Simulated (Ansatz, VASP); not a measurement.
**ZnGe3 in VASP and in Ansatz**

```
Zn Ge
1.0
     4.21205    0.00000    0.00000
     0.00000    4.21205    0.00000
     0.00000    0.00000    4.21205
Zn Ge
1 3
Direct
  0.00000 0.00000 0.00000
  0.00000 0.50000 0.50000
  0.50000 0.00000 0.50000
  0.50000 0.50000 0.00000
```

Alike in both runs: functional PBE; k mesh 12 × 12 × 12; occupations gaussian, width 0.1 eV; no spin polarisation.

Ansatz relaxed the structure, and its values are those at the end. VASP's run is a single point on that final structure, the one shown.

|  | VASP | Ansatz |
| --- | --- | --- |
| version | VASP 6.6.1 | Ansatz 0.2.0 |
| potentials or method | VASP PAW PBE potentials, release 64 (Zn, Ge_d), cutoff 520 eV | scalar-relativistic, plane waves, PAW |
| valence electrons in the cell | 54 | 54 |

|  | VASP | Ansatz | Ansatz less VASP |
| --- | --- | --- | --- |
| gap on the k mesh at the Fermi level (eV) | none | none | - |
| pressure (GPa) | 0.0 | 0.0 | -0.03 |

A gap of «none» marks a metal or a gap that the smearing closes.
